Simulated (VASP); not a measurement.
# Ir: single point with LDA

Crystal: Ir.

```
CELL_PARAMETERS angstrom
0.00000 1.90522 2.05821
1.90522 0.00000 2.05821
1.90522 1.90522 0.00000
ATOMIC_POSITIONS crystal
Ir 0.00000 0.00000 0.00000
```

| Property | Result |
| --- | --- |
| Program | VASP 6.6.1 |
| Task | single point |
| Functional | LDA |
| Potentials or basis | VASP PAW LDA potentials, release 64 (Ir) |
| Cutoff | 520 eV |
| k mesh | 22 × 22 × 22 |
| Occupations | gaussian, width 0.15 eV |
| Spin | no spin polarisation |
| Dipole correction | no |
| Further INCAR settings | ALGO = Fast; EDIFF = 1e-06; NBANDS = 10 |

| Property | Result |
| --- | --- |
| Pressure | -22.2 GPa |
| Band gap on the k mesh | zero (an odd number of electrons rules out a gap without spin polarisation) |

Stress tensor (GPa, compression positive):
```
-14.05   0.00   0.00
  0.00 -14.05   0.00
  0.00   0.00 -38.64
```

Levels at points of the mesh, in eV from the Fermi level:
| k point | band 1 | band 2 | band 3 | band 4 | band 5 | band 6 | band 7 | band 8 | band 9 |
| --- | --- | --- | --- | --- | --- | --- | --- | --- | --- |
| (0.00, 0.00, 0.00) | -10.49 | -4.19 | -3.19 | -3.19 | -1.75 | -0.45 | 14.58 | 18.32 | 20.44 |
| (0.50, 0.00, 0.00) | -7.50 | -4.11 | -3.13 | -0.52 | 0.61 | 1.06 | 6.82 | 13.85 | 18.84 |
| (0.50, 0.50, 0.00) | -7.35 | -6.73 | 0.81 | 0.94 | 1.29 | 1.29 | 8.50 | 12.43 | 12.43 |
| (0.50, 0.00, 0.50) | -7.23 | -6.71 | 0.70 | 0.86 | 1.88 | 2.33 | 10.55 | 10.74 | 11.41 |

It took 91 s on 1 thread of AMD EPYC 9R45 96-Core Processor (Zen 5), with other jobs on the host, peak memory 0.21 GiB.

Caveat: the stress differs along the axes, from -39 to -14 GPa; spin-orbit coupling is left out, which moves the levels of the heavy elements.
